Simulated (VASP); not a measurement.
Crystal: CdSe (Cadmoselite).

```
Cd Se
1.0
     4.21222    0.00000    0.00000
    -2.10611    3.64789    0.00000
     0.00000    0.00000    6.87669
Cd Se
2 2
Direct
  0.66667 0.33333 0.50000
  0.33333 0.66667 0.00000
  0.66667 0.33333 0.88500
  0.33333 0.66667 0.38500
```

Base run:

| Quantity | Value |
| --- | --- |
| Program | VASP 6.6.1 |
| Functional | BLYP |
| Potentials or basis | VASP PAW PBE potentials, release 64 (Cd, Se) |
| Cutoff | 520 eV |
| k mesh | 7 × 7 × 4 |
| Occupations | fermi-dirac, width 0.05 eV |
| Spin | no spin polarisation |

Its results: band gap on the k mesh 0.81 eV, direct; pressure 11.0 GPa; largest force 0.389 eV/Å.

**Question.** The run is repeated on the same cell with these changes: functional from BLYP to PBEsol. What comes out?

**Answer.** Band gap on the k mesh 0.71 eV, direct; pressure 4.4 GPa; largest force 0.344 eV/Å.

PBEsol binds more tightly than BLYP, so the same cell stands under less pressure.

Caveats: the PAW data sets were made with another functional, which shifts forces and pressure a little.

